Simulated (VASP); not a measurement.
Write the native input for VASP 6.6.1 that does the following.

- Task: single point
- Functional: LDA
- Potentials or basis: VASP PAW LDA potentials, release 64 (Zn, Sb, O, F)
- Cutoff: 520 eV
- k mesh: 6 × 6 × 6
- Occupations: fermi-dirac, width 0.02 eV
- Spin: no spin polarisation
- Dipole correction: no
- Further INCAR settings: LREAL = Auto; ALGO = Normal; EDIFF = 1e-07; NBANDS = 82

The structure of Zn3Sb4O6F6 lies in POSCAR:

```
Zn3Sb4O6F6
1.0
   -4.0180839742      4.0180839742      4.0180839742
    4.0180839742     -4.0180839742      4.0180839742
    4.0180839742      4.0180839742     -4.0180839742
Zn Sb O F
3 4 6 6
Direct
    0.0000000000      0.5000000000      0.5000000000
    0.5000000000      0.0000000000      0.5000000000
    0.5000000000      0.5000000000      0.0000000000
    0.3270011311      0.0000000000      0.0000000000
    0.0000000000      0.0000000000      0.3270011311
    0.0000000000      0.3270011311      0.0000000000
    0.6729988689      0.6729988689      0.6729988689
    0.0000000000      0.7478274226      0.7478274226
    0.2521725774      0.0000000000      0.2521725774
    0.0000000000      0.2521725774      0.2521725774
    0.7478274226      0.0000000000      0.7478274226
    0.2521725774      0.2521725774      0.0000000000
    0.7478274226      0.7478274226      0.0000000000
    0.2500000000      0.7500000000      0.5000000000
    0.7500000000      0.2500000000      0.5000000000
    0.5000000000      0.2500000000      0.7500000000
    0.5000000000      0.7500000000      0.2500000000
    0.7500000000      0.5000000000      0.2500000000
    0.2500000000      0.5000000000      0.7500000000
```

One way to write it, as run:

INCAR

```
SYSTEM = Zn3Sb4O6F6
PREC = Accurate
ENCUT = 520
EDIFF = 1E-7
ISMEAR = -1
SIGMA = 0.02
LREAL = Auto
LASPH = .True.
NELM = 100
ALGO = Normal
ISIF = 2
LWAVE = .False.
LCHARG = .False.
NBANDS = 82
```

KPOINTS

```
regular mesh
0
Gamma
  6 6 6
  0 0 0
```

Potentials or basis: VASP PAW LDA potentials, release 64 (Zn, Sb, O, F).

Command:

```console
$ cat potpaw_LDA.64/Zn/POTCAR potpaw_LDA.64/Sb/POTCAR potpaw_LDA.64/O/POTCAR potpaw_LDA.64/F/POTCAR > POTCAR
$ mpirun -np 1 vasp_std > vasp.out
```

Results of the run:

The pressure is 0.8 GPa, the largest force is 0.251 eV/Å and the band gap on the k mesh is 2.68 eV (least direct gap 2.73 eV).

Caveat: spin-orbit coupling is left out, which moves the levels of the heavy elements.

Run time: 22 min on 1 thread of Intel Xeon 8259CL, on a shared host, peak memory 0.42 GiB.
